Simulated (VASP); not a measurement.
# Mn (Im-3m) in VASP: further runs

Mn is run at these levels: PBE+U, PBEsol; tasks: single point, density of states.

Program: VASP 6.6.1. These are calculated values, not measurements. Logs are shortened: lines on timing, memory, paths and dates and some standing lists are left out, and cuts for length are marked.

## 1. The cell of the first run

It takes space group Im-3m (No. 229, cubic). The conventional cell has a = 2.787 Å, b = 2.787 Å, c = 2.787 Å, α = 90.00°, β = 90.00°, γ = 90.00°. Mn (site symmetry m-3m) has 14 Mn at 2.41 to 2.79 Å within 3.2 Å.

## 2. Single point, PBE+U, collinear spin, ferromagnetic start

File INCAR:

```
ALGO     = Normal         # electronic algorithm
EDIFF    = 1E-6           # SCF threshold, eV
ENCUT    = 500            # plane-wave cutoff, eV
GGA      = PE             # functional
GGA_COMPAT= False        
ISIF     = 2              # what is computed and relaxed
ISMEAR   = 0              # smearing method
ISPIN    = 2              # spin polarisation
LASPH    = True           # aspherical terms in the spheres
LCHARG   = True           # write CHGCAR
LDAU     = True           # DFT+U
LDAUJ    = 0.86         
LDAUL    = 2              # shell
LDAUPRINT= 1            
LDAUTYPE = 1            
LDAUU    = 6.6            # U, eV
LELF     = True           # ELF
LMAXMIX  = 4              # l up to which the mixer works
LORBIT   = 11             # projections on sites
LREAL    = False          # projectors in reciprocal space
LVHAR    = True         
LWAVE    = False          # write WAVECAR
MAGMOM   = 0.76           # initial moments
NBANDS   = 16             # bands
NELECT   = 12.0         
NELM     = 200            # most SCF steps
PREC     = Accurate       # precision mode
SIGMA    = 0.1            # smearing width, eV
```

File KPOINTS:

```
k-points
0
Gamma
  3 3 3
```

File POSCAR:

```
Mn
1.0
   -1.3932737400      1.3932737400      1.3932737400
    1.3932737400     -1.3932737400      1.3932737400
    1.3932737400      1.3932737400     -1.3932737400
Mn
1
Direct
    0.0179433512      0.0179433512      0.0000000000
```

Potentials or basis: VASP PAW PBE potentials, release 64 (Mn_pv).

On the command line:

```console
cat potpaw_PBE.64/Mn_pv/POTCAR > POTCAR
mpirun -np 1 vasp_std > vasp.out
```

OUTCAR:

```text
EDIFF = 1E-6
   ENCUT = 500
   GGA = PE
   ISIF = 2
   ISMEAR = 0
   ISPIN = 2
   LASPH = True
   LORBIT = 11
   LREAL = False
   NELECT = 12.0
   NELM = 200
   PREC = Accurate

 ion  position               nearest neighbor table
   1  0.018  0.018  0.000-

  LATTYP: Found a body centered cubic cell.
 ALAT       =     2.7865474800

  Lattice vectors:

 A1 = (  -1.3932737400,   1.3932737400,   1.3932737400)
 A2 = (   1.3932737400,  -1.3932737400,   1.3932737400)
 A3 = (   1.3932737400,   1.3932737400,  -1.3932737400)

Analysis of symmetry for initial positions (statically):
=====================================================================
 Subroutine PRICEL returns:
 Original cell was already a primitive cell.

 Routine SETGRP: Setting up the symmetry group for a
 body centered cubic supercell.

 Subroutine GETGRP returns: Found 48 space group operations
 (whereof  8 operations were pure point group operations)
 out of a pool of 48 trial point group operations.

The static configuration has the point symmetry C_4v.
 The point group associated with its full space group is O_h .

Analysis of symmetry for dynamics (positions and initial velocities):
=====================================================================
 Subroutine PRICEL returns:
 Original cell was already a primitive cell.

 Routine SETGRP: Setting up the symmetry group for a
 body centered cubic supercell.

 Subroutine GETGRP returns: Found 48 space group operations
 (whereof  8 operations were pure point group operations)
 out of a pool of 48 trial point group operations.

The dynamic configuration has the point symmetry C_4v.
 The point group associated with its full space group is O_h .

Analysis of structural, dynamic, and magnetic symmetry:
=====================================================================
 Subroutine PRICEL returns:
 Original cell was already a primitive cell.

 Routine SETGRP: Setting up the symmetry group for a
 body centered cubic supercell.

 Subroutine GETGRP returns: Found 48 space group operations
 (whereof  8 operations were pure point group operations)
 out of a pool of 48 trial point group operations.

The overall configuration has the point symmetry C_4v.
 The point group associated with its full space group is O_h .

 Subroutine INISYM returns: Found 48 space group operations
 (whereof  8 operations are pure point group operations),
 and found     1 'primitive' translations

----------------------------------------------------------------------------------------

                                     Primitive cell

  volume of cell :      10.8186

  direct lattice vectors                    reciprocal lattice vectors
    -1.393273740  1.393273740  1.393273740     0.000000000  0.358867024  0.358867024
     1.393273740 -1.393273740  1.393273740     0.358867024  0.000000000  0.358867024
     1.393273740  1.393273740 -1.393273740     0.358867024  0.358867024  0.000000000

  length of vectors
     2.413220907  2.413220907  2.413220907     0.507514612  0.507514612  0.507514612

  position of ions in fractional coordinates (direct lattice)
     0.017943351  0.017943351  0.000000000

  ion indices of the primitive-cell ions
   primitive index   ion index
                 1           1

----------------------------------------------------------------------------------------

 KPOINTS: k-points

Automatic generation of k-mesh.
 Grid dimensions read from file:
 generate k-points for:    3    3    3

 Generating k-lattice:

  Cartesian coordinates                     Fractional coordinates (reciprocal lattice)
     0.000000000  0.119622341  0.119622341     0.333333333  0.000000000  0.000000000
     0.119622341  0.000000000  0.119622341     0.000000000  0.333333333  0.000000000
     0.119622341  0.119622341  0.000000000     0.000000000  0.000000000  0.333333333

  Length of vectors
     0.169171537  0.169171537  0.169171537

  Shift w.r.t. Gamma in fractional coordinates (k-lattice)
     0.000000000  0.000000000  0.000000000

 Subroutine IBZKPT returns following result:
 ===========================================

 Found      4 irreducible k-points:

 Following reciprocal coordinates:
            Coordinates               Weight
  0.000000  0.000000  0.000000      1.000000
  0.333333  0.000000  0.000000     12.000000
  0.333333  0.333333  0.000000      8.000000
 -0.333333  0.333333  0.333333      6.000000
   k-points           NKPTS =      4   k-points in BZ     NKDIM =      4   number of bands    NBANDS=     16
   number of dos      NEDOS =    301   number of ions     NIONS =      1
   total plane-waves  NPLWV =   5832
   dimension x,y,z NGX =    18 NGY =   18 NGZ =   18
   dimension x,y,z NGXF=    36 NGYF=   36 NGZF=   36
   ions per type =               1
   NGX,Y,Z   is equivalent  to a cutoff of  12.40, 12.40, 12.40 a.u.
   NGXF,Y,Z  is equivalent  to a cutoff of  24.80, 24.80, 24.80 a.u.
 SYSTEM =  unknown system
   PREC   = accura    normal or accurate (medium, high low for compatibility)
   ISTART =      0    job   : 0-new  1-cont  2-samecut
   ICHARG =      2    charge: 1-file 2-atom 10-const
   ISPIN  =      2    spin polarized calculation?
   LNONCOLLINEAR =      F non collinear calculations
   LSORBIT =      F    spin-orbit coupling
   LASPH  =      T    aspherical Exc in radial PAW
   ENCUT  =  500.0 eV  36.75 Ry    6.06 a.u.   4.40  4.40  4.40*2*pi/ulx,y,z
   NELM   =    200;   NELMIN=  2; NELMDL= -5     # of ELM steps
   EDIFF  = 0.1E-05   stopping-criterion for ELM
   LREAL  =      F    real-space projection
   EDIFFG = 0.1E-04   stopping-criterion for IOM
   NSW    =      0    number of steps for IOM
   IBRION =     -1    ionic relax: 0-MD 1-quasi-New 2-CG
   NFREE  =      0    steps in history (QN), initial steepest desc. (CG)
   ISIF   =      2    stress and relaxation
   ISYM   =      2    0-nonsym 1-usesym 2-fastsym
   POTIM  = 0.5000    time-step for ionic-motion
   TEBEG  =    0.0;   TEEND  =   0.0 temperature during run
   PSTRESS=    0.0 pullay stress
   NELECT =      12.0000    total number of electrons
   NUPDOWN=      -1.0000    fix difference up-down
   EMIN   =  10.00;   EMAX   =-10.00  energy-range for DOS
   EFERMI =   0.00;   METHOD = LEGACY
   ISMEAR =     0;   SIGMA  =   0.10  broadening in eV -4-tet -1-fermi 0-gaus
   EFERMI_NEDOS =   21; number of points for ismear=-14 and -15
   IALGO  =     38    algorithm
   IMIX   =      4    mixing-type and parameters
     AMIX     =   0.40;   BMIX     =  1.00
     AMIX_MAG =   1.60;   BMIX_MAG =  1.00
  volume/ion in A,a.u.               =      10.82        73.01
  Fermi-wavevector in a.u.,A,eV,Ry     =   1.694645  3.202415 39.073517  2.871823
  Thomas-Fermi vector in A             =   2.775833
   LORBIT       =     11    0 simple, 1 ext, 2 COOP (PROOUT), +10 PAW based schemes
 LDA+U is selected, type is set to LDAUTYPE =  1
   angular momentum for each species LDAUL =     2
   U (eV)           for each species LDAUU =   6.6
   J (eV)           for each species LDAUJ =   0.9
   GGA     = PE    functional components
   LHFCALC =     F    Hartree Fock is set to
   AEXX    =    0.0000 exact exchange contribution
   IVDW    =     0    specifies the selected vdW correction
   LEPSILON=     F    determine dielectric tensor
   LRPA    =     F    only Hartree local field effects (RPA)
 spin polarized calculation
 Gauss-broadening in eV      SIGMA  =   0.10
  energy-cutoff  :      500.00
  volume of cell :       10.82
 maximum number of plane-waves:       281
 NGX is ok and might be reduce to    18
   NGX =  9   NGY =  9   NGZ =  9

atom =   1  type =  1  l = 2

 onsite density matrix

spin component  1

  0.9171  0.0000  0.0000  0.0000  0.0000
  0.0000  0.9171 -0.0000  0.0000 -0.0000
  0.0000 -0.0000  0.0184 -0.0000 -0.0000
  0.0000  0.0000 -0.0000  0.9171  0.0000
  0.0000 -0.0000 -0.0000  0.0000  0.0184

spin component  2

  0.0152  0.0000 -0.0000 -0.0000 -0.0000
  0.0000  0.0152  0.0000 -0.0000  0.0000
 -0.0000  0.0000  0.8964  0.0000  0.0000
 -0.0000 -0.0000  0.0000  0.0152 -0.0000
 -0.0000  0.0000  0.0000 -0.0000  0.8964

 occupancies and eigenvectors

  o =  0.0152  v =  0.0000  0.0000  0.0000  0.0000  0.0000  1.0000 -0.0001  0.0000  0.0003  0.0000      0.0000  0.0000  0.0000  0.0000  0.0000  0.0000  0.0000  0.0000  0.0000  0.0000
  o =  0.0152  v =  0.0000  0.0000  0.0000  0.0000  0.0000 -0.0000  0.9773  0.0000  0.2119 -0.0000      0.0000  0.0000  0.0000  0.0000  0.0000  0.0000  0.0000  0.0000  0.0000  0.0000
  o =  0.0152  v =  0.0000  0.0000  0.0000  0.0000  0.0000  0.0003  0.2119 -0.0000 -0.9773 -0.0000      0.0000  0.0000  0.0000  0.0000  0.0000  0.0000  0.0000  0.0000  0.0000  0.0000
  o =  0.0184  v =  0.0000  0.0000  0.0238  0.0000  0.9997  0.0000  0.0000  0.0000  0.0000  0.0000      0.0000  0.0000  0.0000  0.0000  0.0000  0.0000  0.0000  0.0000  0.0000  0.0000
  o =  0.0184  v =  0.0000 -0.0000 -0.9997 -0.0000  0.0238  0.0000  0.0000  0.0000  0.0000  0.0000      0.0000  0.0000  0.0000  0.0000  0.0000  0.0000  0.0000  0.0000  0.0000  0.0000
  o =  0.8964  v =  0.0000  0.0000  0.0000  0.0000  0.0000 -0.0000  0.0000  1.0000 -0.0000  0.0003      0.0000  0.0000  0.0000  0.0000  0.0000  0.0000  0.0000  0.0000  0.0000  0.0000
  o =  0.8964  v =  0.0000  0.0000  0.0000  0.0000  0.0000  0.0000 -0.0000 -0.0003  0.0000  1.0000      0.0000  0.0000  0.0000  0.0000  0.0000  0.0000  0.0000  0.0000  0.0000  0.0000
  o =  0.9171  v =  0.0000 -0.3266 -0.0000 -0.9452  0.0000  0.0000  0.0000  0.0000  0.0000  0.0000      0.0000  0.0000  0.0000  0.0000  0.0000  0.0000  0.0000  0.0000  0.0000  0.0000
  o =  0.9171  v =  0.0000 -0.9452  0.0000  0.3266 -0.0000  0.0000  0.0000  0.0000  0.0000  0.0000      0.0000  0.0000  0.0000  0.0000  0.0000  0.0000  0.0000  0.0000  0.0000  0.0000
  o =  0.9171  v =  1.0000  0.0000  0.0000  0.0000  0.0000  0.0000  0.0000  0.0000  0.0000  0.0000      0.0000  0.0000  0.0000  0.0000  0.0000  0.0000  0.0000  0.0000  0.0000  0.0000

 number of electron      11.9999998 magnetization       1.0368329

 Free energy of the ion-electron system (eV)
  ---------------------------------------------------
  ext. energy  EPLUGINS =         0.00000000
  ---------------------------------------------------
  free energy    TOTEN  =       -14.87375663 eV

  energy without entropy =      -14.86983060  energy(sigma->0) =      -14.87179361

 E-fermi :   9.7520     XC(G=0): -12.9249

 val. band max:        8.7414108115   @ k =   0.3333   0.0000   0.0000
 cond. band min:       9.8204478108   @ k =  -0.3333   0.3333   0.3333
 fundamental gap:      1.0790369993
 Fermi energy:         9.7520407758

 spin component 1

 k-point     1 :       0.0000    0.0000    0.0000
  band No.  band energies     occupation
      1     -37.2026      1.00000
      2     -37.2024      1.00000
      3     -37.2023      1.00000
      4       2.9782      1.00000
      5       5.7300      1.00000
      6       5.7300      1.00000
[... 52 lines left out ...]
      2     -37.5887      1.00000
      3     -37.5887      1.00000
      4       7.2931      1.00000
      5       7.2951      1.00000
      6       7.9362      1.00000
[... 8 lines left out ...]
     15      44.3627      0.00000
     16      45.1626      0.00000
 Fermi energy:         9.7520407758

 spin component 2

 k-point     1 :       0.0000    0.0000    0.0000
  band No.  band energies     occupation
      1     -36.1930      1.00000
      2     -36.1927      1.00000
      3     -36.1925      1.00000
      4       3.4252      1.00000
      5       7.9800      1.00000
      6       7.9823      1.00000
[... 53 lines left out ...]
      3     -36.5535      1.00000
      4       4.6728      1.00000
      5       4.9677      1.00000
      6      14.8984      0.00000
[... 8 lines left out ...]
     15      43.5201      0.00000
     16      51.0167      0.00000

------------------------ aborting loop because EDIFF is reached ----------------------------------------

  FORCE on cell =-STRESS in cart. coord.  units (eV):
  Direction    XX          YY          ZZ          XY          YZ          ZX
  --------------------------------------------------------------------------------------
  -------------------------------------------------------------------------------------
  Total       -5.2183797     -5.2183797     -5.2183797      0.0000000     -0.0000000      0.0000000
  in kB     -772.8174364   -772.8174364   -772.8174364      0.0000000     -0.0000000      0.0000000
  external PRESSURE =    -772.8174364 kB  Pullay stress =       0.0000000 kB

 VOLUME and BASIS-vectors are now :
 -----------------------------------------------------------------------------
  energy-cutoff  :      500.00
  volume of cell :       10.82
      direct lattice vectors                 reciprocal lattice vectors
    -1.393273740  1.393273740  1.393273740     0.000000000  0.358867024  0.358867024
     1.393273740 -1.393273740  1.393273740     0.358867024  0.000000000  0.358867024
     1.393273740  1.393273740 -1.393273740     0.358867024  0.358867024  0.000000000

 POSITION                                       TOTAL-FORCE (eV/Angst)
 -----------------------------------------------------------------------------------
      0.00000      0.00000      0.05000        -0.000000     -0.000000     -0.000000
 -----------------------------------------------------------------------------------
    total drift:                                0.000002      0.000002      0.000168

  FREE ENERGIE OF THE ION-ELECTRON SYSTEM (eV)
  ---------------------------------------------------
  free  energy   TOTEN  =       -14.8737566269 eV

  energy  without entropy=      -14.8698305981  energy(sigma->0) =      -14.87179361

 total charge

# of ion       s       p       d       tot
------------------------------------------
    1        0.402   6.275   4.608  11.285

 magnetization (x)

# of ion       s       p       d       tot
------------------------------------------
    1        0.009   0.066   0.947   1.021
```

It took 10 s on 1 thread of Intel Xeon Platinum 8488C (Sapphire Rapids), shared host; peak memory 0.12 GiB.

Results:

```yaml
Free_energy: -14.8738 eV
Net_moment: 1.04 μB per cell
Site_moments: Mn +1.02 μB
Valence_electrons_inside_the_program's_atomic_spheres: Mn 11.29
```

Levels at points of the mesh, in eV from the Fermi level:
Spin up:
| k point | band 4 | band 5 | band 6 | band 7 | band 8 | band 9 |
| --- | --- | --- | --- | --- | --- | --- |
| (0.00, 0.00, 0.00) | -6.77 | -4.02 | -4.02 | -4.02 | 6.31 | 6.32 |
Spin down:
| k point | band 2 | band 3 | band 4 | band 5 | band 6 | band 7 | band 8 | band 9 |
| --- | --- | --- | --- | --- | --- | --- | --- | --- |
| (0.00, 0.00, 0.00) | -45.94 | -45.94 | -6.33 | -1.77 | -1.77 | 4.76 | 4.77 | 4.77 |

Eigenvalues of the final occupation matrices:
```
    site  spin  trace               eigenvalues
site 1 d     1   2.79  0.02 0.02 0.92 0.92 0.92
site 1 d     2   1.84  0.02 0.02 0.02 0.90 0.90
```

Caveat: the k points lie up to 1.06 Å⁻¹ apart; the cell carries a net charge on a neutralising background, which shifts energy and pressure; the cell is charged against a uniform background, so pressure and absolute levels hang on convention; the U is typed as a test and isn't derived for this compound. The state reached can hang on the start; a lower one may exist.

## 3. Density of states, PBEsol, collinear spin, ferromagnetic start

POSCAR, as its differences from that of step 2:

```diff
@@ -8,2 +8,2 @@
 Direct
-    0.0179433512      0.0179433512      0.0000000000
+    0.0000000000      0.0000000000      0.0000000000
```

File INCAR.step1:

```
  ALGO = Normal
  EDIFF = 1E-6
  ENCUT = 400
  GGA = PS
  GGA_COMPAT = False
  ISIF = 2
  ISMEAR = -1
  ISPIN = 2
  ISYM = 0
  LASPH = True
  LCHARG = True
  LMAXMIX = 4
  LORBIT = 11
  LREAL = False
  LWAVE = False
  MAGMOM = 0.76
  NBANDS = 16
  NEDOS = 2001
  NELM = 200
  PREC = Accurate
  SIGMA = 0.2585199978643553
```

File KPOINTS.step1:

```
k-points
0
Gamma
  1 2 1
```

File INCAR.step2:

```
  ALGO = Normal
  EDIFF = 1E-6
  ENCUT = 400
  GGA = PS
  GGA_COMPAT = False
  ICHARG = 11
  ISIF = 2
  ISMEAR = 0
  ISPIN = 2
  ISYM = 0
  LASPH = True
  LCHARG = False
  LMAXMIX = 4
  LORBIT = 10
  LREAL = False
  LWAVE = False
  MAGMOM = 0.76
  NBANDS = 16
  NEDOS = 2001
  NELM = 200
  PREC = Accurate
  SIGMA = 0.2585199978643553
```

File KPOINTS.step2:

```
k-points
0
Gamma
  1 3 1
```

Potentials or basis: VASP PAW PBE potentials, release 64 (Mn_pv).

On the command line:

```console
cat potpaw_PBE.64/Mn_pv/POTCAR > POTCAR
cp INCAR.step1 INCAR
cp KPOINTS.step1 KPOINTS
mpirun -np 1 vasp_std > vasp.out
cp INCAR.step2 INCAR
cp KPOINTS.step2 KPOINTS
mpirun -np 1 vasp_std > vasp.out
```

It used 8.3 s of CPU time on 1 thread of AMD EPYC 7R13 Processor (Zen 3) (shared host).

Results (log left out):

| Property | Result |
| --- | --- |
| Net moment | -1.07 μB per cell |
| Site moments | Mn -0.31 μB |
| Valence electrons inside the program's atomic spheres | Mn 11.91 |

Levels at points of the mesh, in eV from the Fermi level:
Spin up:
| k point | band 3 | band 4 | band 5 | band 6 | band 7 | band 8 | band 9 | band 10 |
| --- | --- | --- | --- | --- | --- | --- | --- | --- |
| (0.00, 0.00, 0.00) | -46.54 | -8.24 | -1.00 | -0.82 | -0.63 | 1.35 | 1.56 | 23.83 |
Spin down:
| k point | band 4 | band 5 | band 6 | band 7 | band 8 | band 9 | band 10 | band 11 |
| --- | --- | --- | --- | --- | --- | --- | --- | --- |
| (0.00, 0.00, 0.00) | -9.13 | -1.62 | -1.37 | -1.07 | -0.01 | 0.25 | 22.92 | 23.02 |

Caveat: the k points lie up to 3.19 Å⁻¹ apart; the PAW data sets were made with another functional, which shifts forces and pressure a little.

## 4. Single point, PBE+U, collinear spin, ferromagnetic start

File INCAR:

```
SYSTEM = Mn
PREC = Accurate
ENCUT = 500
EDIFF = 1E-6
ISMEAR = 0
SIGMA = 0.1
LREAL = .FALSE.
LASPH = .TRUE.
NELM = 200
ALGO = Normal
ISIF = 2
LWAVE = .FALSE.
LCHARG = .TRUE.
ISPIN = 2
MAGMOM = 0.76
LORBIT = 11
LMAXMIX = 4
LDAU = .TRUE.
LDAUTYPE = 2
LDAUL = 2
LDAUU = 3.3
LDAUJ = 0
LDAUPRINT = 1
GGA = PE
LELF = .TRUE.
LVHAR = .TRUE.
NBANDS = 16
GGA_COMPAT = .FALSE.
```

File KPOINTS:

```
Automatic mesh
0
G
  6 6 6
  0 0 0
```

POSCAR is that of step 3.

On the command line:

```console
cat potpaw_PBE.64/Mn_pv/POTCAR > POTCAR
mpirun -np 1 vasp_std > vasp.out
```

It used 24 s of CPU time on 1 thread of AMD EPYC 7R13 Processor (Zen 3) (shared host).

The run converged. Its results:

| Item | Value |
| --- | --- |
| Free energy | -5.0386 eV |
| Pressure | 9.8 GPa |
| Net moment | 1.22 μB per cell |
| Site moments | Mn +1.25 μB |
| Valence electrons inside the program's atomic spheres | Mn 11.97 |

Levels at points of the mesh, in eV from the Fermi level:
Spin up:
```csv
k point,band 3,band 4,band 5,band 6,band 7,band 8,band 9,band 10,band 11,band 12
"(0.00, 0.00, 0.00)",-48.13,-8.27,-2.30,-2.30,-2.30,0.01,0.01,24.12,24.12,24.12
"(0.50, 0.00, 0.00)",-48.14,-5.19,-3.67,-0.13,0.29,1.01,1.12,9.03,18.30,21.80
"(0.50, 0.50, 0.50)",-48.65,-4.88,-4.88,0.77,0.77,0.77,10.88,10.88,10.88,17.24
```
Spin down:
```tsv
k point	band 2	band 3	band 4	band 5	band 6	band 7	band 8	band 9	band 10	band 11
(0.00, 0.00, 0.00)	-46.68	-46.68	-8.19	-0.41	-0.41	-0.41	2.41	2.41	23.96	23.96
(0.50, 0.00, 0.00)	-46.93	-46.69	-3.91	-1.94	1.06	2.15	2.75	3.22	10.25	18.28
(0.50, 0.50, 0.50)	-47.22	-47.22	-3.16	-3.16	2.85	2.85	2.85	11.03	11.03	11.03
```

Eigenvalues of the final occupation matrices:
```csv
site,spin,trace,eigenvalues
site 1 d,1,3.25,0.55 0.55 0.71 0.71 0.71
site 1 d,2,1.94,0.25 0.25 0.48 0.48 0.48
```

Caveat: the k points lie up to 0.53 Å⁻¹ apart; the U is typed as a test and isn't derived for this compound. The state reached can hang on the start; a lower one may exist.
